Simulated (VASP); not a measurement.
Wanted: the native input for a VASP 6.6.1 run.

- Task: single point
- Functional: r2SCAN
- Potentials or basis: VASP PAW PBE potentials, release 64 (Mo_sv)
- Cutoff: 520 eV
- k mesh: 24 × 24 × 24
- Occupations: gaussian, width 0.15 eV
- Spin: no spin polarisation
- Dipole correction: no
- Further INCAR settings: ALGO = Normal; EDIFF = 1e-07; NBANDS = 13

Crystal: Mo.

```
Mo
1.0
    -1.43944    1.43944    1.87128
     1.43944   -1.43944    1.87128
     1.43944    1.43944   -1.87128
Mo
1
Direct
  0.00000 0.00000 0.00000
```

This cell differs from its parent crystal: ratio of the length along z to the lengths across it x 1.3, volume and fractional coordinates fixed.

These files were run (other wordings do the same):

POSCAR

```
Mo
1.0
   -1.4394449738      1.4394449738      1.8712784660
    1.4394449738     -1.4394449738      1.8712784660
    1.4394449738      1.4394449738     -1.8712784660
Mo
1
Direct
    0.0000000000      0.0000000000      0.0000000000
```

INCAR.step1

```
SYSTEM = Mo
PREC = Accurate
ENCUT = 520
ISMEAR = 0
SIGMA = 0.15
LREAL = .FALSE.
LASPH = .TRUE.
NELM = 80
NBANDS = 13
GGA = PE
ALGO = Normal
EDIFF = 1E-4
LWAVE = .TRUE.
LCHARG = .FALSE.
```

INCAR.step2

```
SYSTEM = Mo
PREC = Accurate
ENCUT = 520
EDIFF = 1E-7
ISMEAR = 0
SIGMA = 0.15
LREAL = .FALSE.
LASPH = .TRUE.
NELM = 80
ALGO = Normal
ISIF = 2
LWAVE = .FALSE.
LCHARG = .TRUE.
METAGGA = R2SCAN
LMIXTAU = .TRUE.
LELF = .TRUE.
LVHAR = .TRUE.
NBANDS = 13
ISTART = 1
```

KPOINTS

```
Automatic mesh
0
G
  24 24 24
  0 0 0
```

Potentials or basis: VASP PAW PBE potentials, release 64 (Mo_sv).

Command:

```bash
$ cat potpaw_PBE.64/Mo_sv/POTCAR > POTCAR
$ cp INCAR.step1 INCAR
$ mpirun -np 1 vasp_std > vasp.out
$ cp INCAR.step2 INCAR
$ mpirun -np 1 vasp_std > vasp.out
```

It gave:

| Property | Result |
| --- | --- |
| Pressure | 7.2 GPa |
| Band gap on the k mesh | zero (bands 7 and 8 overlap by 5.03 eV) |

Caveat: the cell stands under pressure; the PAW data sets were made with another functional, which shifts forces and pressure a little.

It took 5.8 min on 1 thread of Intel(R) Xeon(R) Platinum 8559C (Emerald Rapids), on a shared host, peak memory 0.31 GiB.
